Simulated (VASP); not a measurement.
Crystal: CdS (sol).

```
Cd S
1.0
     4.16884    0.00000    0.00000
    -2.08442    3.61032    0.00000
     0.00000    0.00000    6.77962
Cd S
2 2
Direct
  0.66667 0.33333 0.50022
  0.33333 0.66667 0.00022
  0.66667 0.33333 0.87678
  0.33333 0.66667 0.37678
```

```yaml
Program: VASP 6.6.1
Task: relaxation of cell and atoms
Functional: PBEsol
Potentials_or_basis: VASP PAW PBE potentials, release 64 (Cd, S)
Cutoff: 600 eV
k_mesh: 9 × 9 × 4
Occupations: gaussian, width 0.02 eV
Spin: no spin polarisation
```

At the start: pressure -1.5 GPa; volume 25.51 Å³/atom.

Where does the relaxation end?

Over 10 steps the energy falls by 3.2 meV/atom and the volume is 24.84 Å³/atom (-2.6 %); space group P6_3mc (No. 186, to 0.05 Å).

Step by step:
```csv
step,energy change (eV),largest force (eV/Å),pressure (GPa),volume (Å³)
1,0.0000,0.0046,-1.48,102.04
2,-0.0113,0.0027,0.54,98.59
3,-0.0127,0.0007,0.01,99.40
4,-0.0127,0.0006,-0.03,99.46
5,-0.0127,0.0001,-0.03,99.45
6,-0.0127,0.0013,-0.03,99.45
7,-0.0127,0.0010,-0.03,99.45
8,-0.0127,0.0009,-0.02,99.44
9,-0.0127,0.0010,-0.02,99.42
10,-0.0127,0.0004,0.00,99.37
```

Final structure:
```
Cd S
1.0
     4.13150    0.00000    0.00000
    -2.06575    3.57798    0.00000
     0.00000    0.00000    6.72240
Cd S
2 2
Direct
  0.66667 0.33333 0.50023
  0.33333 0.66667 0.00023
  0.66667 0.33333 0.87677
  0.33333 0.66667 0.37677
```

Caveat: the PAW data sets were made with another functional, which shifts forces and pressure a little.
